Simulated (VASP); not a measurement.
## GaN: single point with r2SCAN

Crystal: GaN.

```
CELL_PARAMETERS angstrom
0.00000 2.24912 2.24912
2.24912 0.00000 2.24912
2.24912 2.24912 0.00000
ATOMIC_POSITIONS crystal
Ga 0.00000 0.00000 0.00000
N 0.25000 0.25000 0.25000
```

- Program: VASP 6.6.1
- Task: single point
- Functional: r2SCAN
- Potentials or basis: VASP PAW PBE potentials, release 64 (Ga_d, N)
- Cutoff: 520 eV
- k mesh: 10 × 10 × 10
- Occupations: gaussian, width 0.02 eV
- Spin: no spin polarisation

* Pressure: 1.1 GPa
* Band gap on the k mesh: 2.16 eV, direct

Levels at points of the mesh, in eV from the valence-band top:
```tsv
k point	band 6	band 7	band 8	band 9	band 10	band 11	band 12	band 13
(0.00, 0.00, 0.00)	-13.48	0.00	0.00	0.00	2.16	11.04	11.04	11.04
(0.50, 0.00, 0.00)	-12.35	-7.19	-1.00	-1.00	5.20	9.47	11.03	11.03
(0.50, 0.50, 0.00)	-11.97	-6.24	-2.80	-2.80	3.77	7.28	12.63	15.01
```

Wall time 28 s on 1 thread of Intel(R) Xeon(R) 6975P-C (Granite Rapids) (shared host), peak memory 0.15 GiB.

Caveat: the PAW data sets were made with another functional, which shifts forces and pressure a little. r2SCAN opens gaps a little over a GGA but as a rule still falls short of measured ones.
